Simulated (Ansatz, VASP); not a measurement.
**One calculation of CaS, two programs**

File INCAR:

```
SYSTEM = CaS
PREC = Accurate
ENCUT = 500
EDIFF = 1E-6
ISMEAR = 0
SIGMA = 0.01
LREAL = .False.
LASPH = .True.
NELM = 120
ALGO = Normal
ISIF = 2
LWAVE = .False.
LCHARG = .False.
GGA = PS
NBANDS = 15
GGA_COMPAT = .False.
```

Contents of KPOINTS:

```
Automatic mesh
0
Gamma
  8 8 8
  0 0 0
```

POSCAR

```
CaS
1.0
    0.0000000000      2.8171705784      2.8171705784
    2.8171705784      0.0000000000      2.8171705784
    2.8171705784      2.8171705784      0.0000000000
Ca S
1 1
Direct
    0.0000000000      0.0000000000      0.0000000000
    0.5000000000      0.5000000000      0.5000000000
```

Input for Ansatz:

```yaml
crystal:
  lattice:
    - [0.0, 2.81717057841, 2.81717057841]
    - [2.81717057841, 0.0, 2.81717057841]
    - [2.81717057841, 2.81717057841, 0.0]
  atoms:
    - { symbol: Ca, position: [0.0, 0.0, 0.0] }
    - { symbol: S, position: [0.5, 0.5, 0.5] }
kpoints:
  mp_grid: { grid: [8, 8, 8] }
scf:
  occupations: { method: fixed }
hamiltonian:
  xc: pbesol
  pseudopotentials: { kind: paw }
output:
  forces: true
  stress: true
  eigenvalues: true
  eigenstates:
    nscf_kmesh: { grid: [12, 12, 12] }
    de_dk: true
    e_range: [-9, 12.16019812355]
  optics:
    e_range: [0, 25]
    de: 0.2
    sigma: 0.1
    bands: { spectra_wanted_up_to: 25 }
    nscf_kmesh: { grid: [12, 12, 12] }
checkpoint:
  write: ck
  write_wavefunctions: false
```

Alike in both runs: task single point; functional PBEsol; k mesh 8 × 8 × 8; no spin polarisation.

|  | VASP | Ansatz |
| --- | --- | --- |
| version | VASP 6.6.1 | Ansatz 0.2.0 |
| potentials or method | VASP PAW PBE potentials, release 64 (Ca_sv, S) | PAW with Ansatz's default frozen-core files, scalar-relativistic |
| plane-wave cutoff (eV) | 500 | 420 |
| occupations | gaussian, width 0.01 eV | fixed |
| valence electrons in the cell | 16 | 16 |

```csv
,VASP,Ansatz,Ansatz less VASP
gap on the k mesh at the Fermi level (eV),2.15,2.16,+0.006
pressure (GPa),0.2,0.0,-0.19
```

VASP's potentials were made for PBE, not for PBEsol.
